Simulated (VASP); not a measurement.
**NbAs: single point with PBEsol**

Crystal: NbAs.

```
Nb As
1.0
    -1.72585    1.72585    5.84000
     1.72585   -1.72585    5.84000
     1.72585    1.72585   -5.84000
Nb As
2 2
Direct
  0.50000 0.00000 0.50000
  0.75000 0.75000 0.00000
  0.91600 0.41600 0.50000
  0.16600 0.16600 0.00000
```

| Item | Value |
| --- | --- |
| Program | VASP 6.6.1 |
| Task | single point |
| Functional | PBEsol |
| Potentials or basis | VASP PAW PBE potentials, release 64 (Nb_sv, As) |
| Cutoff | 520 eV |
| k mesh | 11 × 11 × 11 |
| Occupations | fermi-dirac, width 0.05 eV |
| Spin | no spin polarisation |
| Dipole correction | no |
| k mesh for the DOS | 17 × 17 × 17 |
| Occupations for the DOS | tetrahedron |
| Further INCAR settings | ALGO = Normal; EDIFF = 1e-06; NBANDS = 26 |

* Valence electrons inside the program's atomic spheres: Nb 10.64; As 2.92

Levels at points of the mesh, in eV from the Fermi level:
| k point | band 14 | band 15 | band 16 | band 17 | band 18 | band 19 | band 20 | band 21 | band 22 | band 23 |
| --- | --- | --- | --- | --- | --- | --- | --- | --- | --- | --- |
| (0.00, 0.00, 0.00) | -2.27 | -2.06 | -1.70 | -1.40 | -1.40 | 0.71 | 1.29 | 2.40 | 3.01 | 3.01 |

Wall time 11 min on 1 thread of Intel(R) Xeon(R) 6975P-C (Granite Rapids), on a shared host, peak memory 0.79 GiB.
